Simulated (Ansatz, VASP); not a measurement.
**Mg in VASP and in Ansatz**

```
Mg
1.0
     3.20930    0.00000    0.00000
    -1.60465    2.77934    0.00000
     0.00000    0.00000    5.21030
Mg
2
Cartesian
  -0.0118 1.8333 1.2695
  1.5799 0.9509 3.9049
```

Alike in both runs: task single point; functional PBE; k mesh 7 × 7 × 4; no spin polarisation.

```csv
,VASP,Ansatz
version,VASP 6.6.1,Ansatz 0.2.0
potentials or method,"VASP PAW PBE potentials, release 64 (Mg), cutoff 520 eV","plane waves, PAW"
occupations,"methfessel-paxton of order 1, width 0.3 eV","cold, width 0.3 eV"
valence electrons in the cell,4,20
```

|  | VASP | Ansatz | Ansatz less VASP |
| --- | --- | --- | --- |
| pressure (GPa) | -0.3 | -0.3 | +0.08 |
| traceless stress, the component that is largest in VASP (GPa) | 1.91 | 1.78 | -0.127 |
| rms of the force components (eV/Å) | 0.059 | 0.058 | -0.0014 |

Atom by atom the forces differ by 0.001 eV/Å (rms over components). VASP's potentials hold 4 valence electrons a cell and Ansatz's 20, so a difference there can come from the potentials and not from the codes. Ansatz's warnings: stress scf threshold loose.
